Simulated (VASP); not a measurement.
# Cu (Fmmm) in VASP: a series of runs

Runs on Cu. Level: r2SCAN. Tasks: single point.

Program: VASP 6.6.1. These are calculated values, not measurements. Logs are shortened: lines on timing, memory, paths and dates and some standing lists are left out, and cuts for length are marked.

### 1 The cell of the first run

The structure is orthorhombic, space group Fmmm (No. 69). The conventional cell has a = 2.752 Å, b = 3.877 Å, c = 4.285 Å, α = 90.00°, β = 90.00°, γ = 90.00°. Cu (site symmetry mmm) has 14 Cu at 2.38 to 2.89 Å within 3.1 Å.

### 2 Single point, r2SCAN (strain -0.1000 x Voigt [0, 0, 0, 0, 0, 1])

POSCAR

```
Cu
1.0
   -1.5149329860      1.5149329860      1.3760814500
    1.5149329860     -1.5149329860      1.3760814500
    1.3706536540      1.3706536540     -1.3760814500
Cu
1
Direct
    0.0000000000      0.0000000000      0.0000000000
```

INCAR.step1

```
ALGO = Normal
EDIFF = 1E-4
ENCUT = 520
GGA = PE
ISMEAR = 0
LASPH = T
LCHARG = F
LREAL = F
LWAVE = T
NBANDS = 12
NELM = 60
PREC = Accurate
SIGMA = 0.15
```

INCAR.step2

```
ALGO = Normal
EDIFF = 1E-6
ENCUT = 520
ISIF = 2
ISMEAR = 0
ISTART = 1
LASPH = T
LCHARG = F
LMIXTAU = T
LREAL = F
LWAVE = F
METAGGA = R2SCAN
NBANDS = 12
NELM = 60
PREC = Accurate
SIGMA = 0.15
```

KPOINTS

```
k-points
0
Gamma
  24 24 24
```

Potentials or basis: VASP PAW PBE potentials, release 64 (Cu).

Run with:

```
cat potpaw_PBE.64/Cu/POTCAR > POTCAR
cp INCAR.step1 INCAR
mpirun -np 1 vasp_std > vasp.out
cp INCAR.step2 INCAR
mpirun -np 1 vasp_std > vasp.out
```

OUTCAR:

```text
EDIFF = 1E-6
   ENCUT = 520
   ISIF = 2
   ISMEAR = 0
   ISTART = 1
   LASPH = T
   LREAL = F
   METAGGA = R2SCAN
   NELM = 60
   PREC = Accurate

 ion  position               nearest neighbor table
   1  0.000  0.000  0.000-

  LATTYP: Found a face centered orthorhombic cell.
 ALAT       =     2.7521629000
 B/A-ratio  =     1.4086353586
 C/A-ratio  =     1.5569127648

  Lattice vectors:

 A1 = (  -0.1442793320,   2.8855866400,   0.0000000000)
 A2 = (  -1.5149329860,   1.5149329860,   1.3760814500)
 A3 = (   1.3706536540,   1.3706536540,   1.3760814500)

Analysis of symmetry for initial positions (statically):
=====================================================================
 Subroutine PRICEL returns:
 Original cell was already a primitive cell.

 Routine SETGRP: Setting up the symmetry group for a
 face centered orthorhombic supercell.

 Subroutine GETGRP returns: Found  8 space group operations
 (whereof  8 operations were pure point group operations)
 out of a pool of  8 trial point group operations.

The static configuration has the point symmetry D_2h.

Analysis of symmetry for dynamics (positions and initial velocities):
=====================================================================
 Subroutine PRICEL returns:
 Original cell was already a primitive cell.

 Routine SETGRP: Setting up the symmetry group for a
 face centered orthorhombic supercell.

 Subroutine GETGRP returns: Found  8 space group operations
 (whereof  8 operations were pure point group operations)
 out of a pool of  8 trial point group operations.

The dynamic configuration has the point symmetry D_2h.

 Subroutine INISYM returns: Found  8 space group operations
 (whereof  8 operations are pure point group operations),
 and found     1 'primitive' translations

----------------------------------------------------------------------------------------

                                     Primitive cell

  volume of cell :      11.4294

  direct lattice vectors                    reciprocal lattice vectors
    -1.514932986  1.514932986  1.376081450     0.017370926  0.347418529  0.363350585
     1.514932986 -1.514932986  1.376081450     0.347418529  0.017370926  0.363350585
     1.370653654  1.370653654 -1.376081450     0.364789455  0.364789455  0.000000000

  length of vectors
     2.546300073  2.546300073  2.377179639     0.503015935  0.503015935  0.515890195
[... 79 lines left out ...]
   EDIFF  = 0.1E-05   stopping-criterion for ELM
   LREAL  =      F    real-space projection
   EDIFFG = 0.1E-04   stopping-criterion for IOM
   NSW    =      0    number of steps for IOM
   IBRION =     -1    ionic relax: 0-MD 1-quasi-New 2-CG
   NFREE  =      0    steps in history (QN), initial steepest desc. (CG)
   ISIF   =      2    stress and relaxation
   ISYM   =      2    0-nonsym 1-usesym 2-fastsym
   POTIM  = 0.5000    time-step for ionic-motion
   TEBEG  =    0.0;   TEEND  =   0.0 temperature during run
   PSTRESS=    0.0 pullay stress
   NELECT =      11.0000    total number of electrons
   NUPDOWN=      -1.0000    fix difference up-down
   EMIN   =  10.00;   EMAX   =-10.00  energy-range for DOS
   EFERMI =   0.00;   METHOD = LEGACY
   ISMEAR =     0;   SIGMA  =   0.15  broadening in eV -4-tet -1-fermi 0-gaus
   EFERMI_NEDOS =   21; number of points for ismear=-14 and -15
   IALGO  =     38    algorithm
   IMIX   =      4    mixing-type and parameters
     AMIX     =   0.40;   BMIX     =  1.00
     AMIX_MAG =   1.60;   BMIX_MAG =  1.00
  volume/ion in A,a.u.               =      11.43        77.13
  Fermi-wavevector in a.u.,A,eV,Ry     =   1.616332  3.054425 35.545627  2.612530
  Thomas-Fermi vector in A             =   2.710936
   LORBIT       =      0    0 simple, 1 ext, 2 COOP (PROOUT), +10 PAW based schemes
   METAGGA = R2SCAN    functional components
   LHFCALC =     F    Hartree Fock is set to
   AEXX    =    0.0000 exact exchange contribution
   IVDW    =     0    specifies the selected vdW correction
   LEPSILON=     F    determine dielectric tensor
   LRPA    =     F    only Hartree local field effects (RPA)
 non-spin polarized calculation
 Gauss-broadening in eV      SIGMA  =   0.15
  energy-cutoff  :      520.00
  volume of cell :       11.43
 maximum number of plane-waves:       329
   NGX =  9   NGY =  9   NGZ =  9

 number of electron      10.9999998 magnetization

 Free energy of the ion-electron system (eV)
  ---------------------------------------------------
  ext. energy  EPLUGINS =         0.00000000
  ---------------------------------------------------
  free energy    TOTEN  =       -10.75025062 eV

  energy without entropy =      -10.74740681  energy(sigma->0) =      -10.74882872

 E-fermi :   7.8214     XC(G=0): -13.9609

 val. band max:        7.8175658799   @ k =  -0.2500  -0.3333   0.2917
 cond. band min:       7.8241558525   @ k =  -0.2917  -0.2917   0.2500
 fundamental gap:      0.0065899727
 Fermi energy:         7.8213533262

 k-point     1 :       0.0000    0.0000    0.0000
  band No.  band energies     occupation
      1      -2.1119      2.00000
      2       4.1969      2.00000
      3       4.2913      2.00000
      4       4.8819      2.00000
      5       5.5075      2.00000
      6       5.6568      2.00000
      7      31.0722      0.00000
      8      35.0602      0.00000
      9      35.0964      0.00000
     10      35.3935      0.00000
     11      37.6297      0.00000
     12      39.1748      0.00000
[... 331 lines left out ...]
 k-point    24 :       0.4583    0.0417   -0.0000
  band No.  band energies     occupation
      1       2.4606      2.00000
      2       3.6090      2.00000
      3       5.5361      2.00000
      4       5.6964      2.00000
      5       6.1838      2.00000
      6       7.4442      1.99962
      7      12.9284      0.00000
      8      23.7216      0.00000
      9      28.1272      0.00000
     10      30.0017      0.00000
     11      34.2644      0.00000
     12      43.1754      0.00000

 [... further k-points ...]
[... 5 lines left out ...]
  --------------------------------------------------------------------------------------
  -------------------------------------------------------------------------------------
  Total        0.1897638      0.1897638      0.2887027      0.8403698      0.0000000      0.0000000
  in kB       26.6010417     26.6010417     40.4702778    117.8028340      0.0000000      0.0000000
  external PRESSURE =      31.2241204 kB  Pullay stress =       0.0000000 kB

 VOLUME and BASIS-vectors are now :
 -----------------------------------------------------------------------------
  energy-cutoff  :      520.00
  volume of cell :       11.43
      direct lattice vectors                 reciprocal lattice vectors
    -1.514932986  1.514932986  1.376081450     0.017370926  0.347418529  0.363350585
     1.514932986 -1.514932986  1.376081450     0.347418529  0.017370926  0.363350585
     1.370653654  1.370653654 -1.376081450     0.364789455  0.364789455  0.000000000

 POSITION                                       TOTAL-FORCE (eV/Angst)
 -----------------------------------------------------------------------------------
      0.00000      0.00000      0.00000         0.000000      0.000000      0.000000
 -----------------------------------------------------------------------------------
    total drift:                                0.000000     -0.000000      0.000000

  FREE ENERGIE OF THE ION-ELECTRON SYSTEM (eV)
  ---------------------------------------------------
  free  energy   TOTEN  =       -10.7502506167 eV

  energy  without entropy=      -10.7474068141  energy(sigma->0) =      -10.74882872
```

OUTCAR.step1:

```text
EDIFF = 1E-4
   ENCUT = 520
   GGA = PE
   ISMEAR = 0
   LASPH = T
[... 577 lines left out ...]

 POSITION                                       TOTAL-FORCE (eV/Angst)
 -----------------------------------------------------------------------------------
      0.00000      0.00000      0.00000        -0.000000     -0.000000     -0.000000
 -----------------------------------------------------------------------------------
    total drift:                                0.000000     -0.000000      0.000000

  FREE ENERGIE OF THE ION-ELECTRON SYSTEM (eV)
  ---------------------------------------------------
  free  energy   TOTEN  =        -3.6346843554 eV

  energy  without entropy=       -3.6316325070  energy(sigma->0) =       -3.63315843
```

OSZICAR.step1:

```text
N       E                     dE             d eps       ncg     rms          rms(c)
DAV:   1     0.427885612319E+02    0.42789E+02   -0.53959E+03 52448   0.155E+03
DAV:   2    -0.319694750837E+01   -0.45986E+02   -0.42565E+02 48648   0.206E+02
DAV:   3    -0.452443722611E+01   -0.13275E+01   -0.13185E+01 54312   0.398E+01
DAV:   4    -0.453242139246E+01   -0.79842E-02   -0.79830E-02 53380   0.275E+00
DAV:   5    -0.453249616931E+01   -0.74777E-04   -0.74776E-04 54836   0.269E-01    0.760E+00
DAV:   6    -0.397222497574E+01    0.56027E+00   -0.13167E+01 55592   0.701E+01    0.361E+00
DAV:   7    -0.364887348643E+01    0.32335E+00   -0.20229E+00 55488   0.274E+01    0.641E-01
DAV:   8    -0.363572373184E+01    0.13150E-01   -0.51487E-03 60704   0.754E-01    0.241E-01
DAV:   9    -0.363468221837E+01    0.10415E-02   -0.61926E-03 57376   0.138E+00    0.304E-02
DAV:  10    -0.363468435535E+01   -0.21370E-05   -0.31975E-05 31760   0.107E-01
   1 F= -.36346844E+01 E0= -.36331584E+01  d E =-.305185E-02
```

Run time: 7 min. Hardware: 1 thread of Intel Xeon 6975P-C (Granite Rapids), shared host; peak memory 0.36 GiB.

Results:

```yaml
Free_energy: -10.7503 eV
Pressure: 3.1 GPa
```

Caveat: the cell differs from its parent crystal (strain -0.1000 x Voigt [0, 0, 0, 0, 0, 1]); the PAW data sets were made with another functional, which shifts forces and pressure a little.

### 3 Single point, r2SCAN (strain +0.0875 x Voigt [0, 0, 0, 0, 0, 1])

POSCAR

```
Cu
1.0
   -1.3796711122      1.3796711122      1.3760814500
    1.3796711122     -1.3796711122      1.3760814500
    1.5059155278      1.5059155278     -1.3760814500
Cu
1
Direct
    0.0000000000      0.0000000000      0.0000000000
```

INCAR.step1

```
SYSTEM = Cu
PREC     = Accurate       ! precision mode
ENCUT    = 520            ! plane-wave cutoff, eV
ISMEAR   = 0              ! smearing method
SIGMA    = 0.15           ! smearing width, eV
LREAL    = .False.        ! projectors in reciprocal space
LASPH    = .True.         ! aspherical terms in the spheres
NELM     = 60             ! most SCF steps
NBANDS   = 12             ! bands
GGA      = PE             ! functional
ALGO     = Normal         ! electronic algorithm
EDIFF    = 1E-4           ! SCF threshold, eV
LWAVE    = .True.         ! write WAVECAR
LCHARG   = .False.        ! write CHGCAR
```

INCAR.step2

```
SYSTEM = Cu
PREC     = Accurate       ! precision mode
ENCUT    = 520            ! plane-wave cutoff, eV
EDIFF    = 1E-7           ! SCF threshold, eV
ISMEAR   = 0              ! smearing method
SIGMA    = 0.15           ! smearing width, eV
LREAL    = .False.        ! projectors in reciprocal space
LASPH    = .True.         ! aspherical terms in the spheres
NELM     = 60             ! most SCF steps
ALGO     = Normal         ! electronic algorithm
ISIF     = 2              ! what is computed and relaxed
LWAVE    = .False.        ! write WAVECAR
LCHARG   = .True.         ! write CHGCAR
METAGGA  = R2SCAN         ! meta-GGA
LMIXTAU  = .True.       
LELF     = .True.         ! ELF
LVHAR    = .True.       
NBANDS   = 12             ! bands
ISTART   = 1
```

KPOINTS

```
Automatic mesh
0
Gamma
  24 24 24
  0 0 0
```

Potentials or basis: VASP PAW PBE potentials, release 64 (Cu).

Run with:

```
cat potpaw_PBE.64/Cu/POTCAR > POTCAR
cp INCAR.step1 INCAR
mpirun -np 1 vasp_std > vasp.out
cp INCAR.step2 INCAR
mpirun -np 1 vasp_std > vasp.out
```

It took 7.2 min on 1 thread of Intel Xeon 6975P-C (Granite Rapids), shared host; peak memory 0.35 GiB.

Results (log left out):

```yaml
Free_energy: -10.7601 eV
Pressure: 2.6 GPa
```

Stress tensor (GPa, compression positive):
```
  2.22 -10.19   0.00
-10.19   2.22   0.00
  0.00   0.00   3.28
```

Levels at points of the mesh, in eV from the Fermi level:
```tsv
k point	band 3	band 4	band 5	band 6	band 7	band 8
(0.00, 0.00, 0.00)	-3.51	-2.97	-2.33	-2.17	23.60	27.13
(0.50, 0.00, 0.00)	-2.26	-2.08	-1.48	-0.55	4.98	16.70
(0.50, 0.50, 0.00)	-2.51	-2.41	-1.36	-0.21	5.43	18.76
(0.00, 0.00, 0.50)	-2.33	-2.05	-1.61	-1.58	3.47	20.11
(0.50, 0.50, 0.50)	-1.88	-1.63	-1.46	8.00	8.53	10.09
```

Caveat: the cell differs from its parent crystal (strain +0.0875 x Voigt [0, 0, 0, 0, 0, 1]); the PAW data sets were made with another functional, which shifts forces and pressure a little.
